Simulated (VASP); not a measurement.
Input of a VASP 6.6.1 run:

The input INCAR:

```
  PREC = Accurate
  ENCUT = 520
  EDIFF = 1E-6
  ISMEAR = -1
  SIGMA = 0.1
  LREAL = F
  LASPH = T
  NELM = 60
  ALGO = Normal
  ISIF = 2
  LWAVE = F
  LCHARG = F
  GGA = PE
  NBANDS = 19
```

Contents of KPOINTS:

```
regular mesh
0
Gamma
  9 9 13
```

Contents of POSCAR:

```
Os
1.0
    4.0338501032      0.0000000000      0.0000000000
   -2.0169250516      3.4934166644      0.0000000000
    0.0000000000      0.0000000000      2.5006561095
Os
3
Direct
    0.0000000000      0.0000000000      0.0000000000
    0.3333333333      0.6666666667      0.5000000000
    0.6666666667      0.3333333333      0.5000000000
```

Potentials or basis: VASP PAW PBE potentials, release 64 (Os).

The run is started by

```sh
$ cat potpaw_PBE.64/Os/POTCAR > POTCAR
$ mpirun -np 1 vasp_std > vasp.out
```

Task: Estimate the pressure.

Result: 142.8 GPa.

Task: What does it give for the band gap on the k mesh?

Result: Zero (bands 12 and 13 overlap by 3.55 eV).

Stress tensor (GPa, compression positive):
```
142.53   0.00   0.00
  0.00 142.53   0.00
  0.00   0.00 143.40
```

Caveat: the cell stands under pressure; spin-orbit coupling is left out, which moves the levels of the heavy elements.
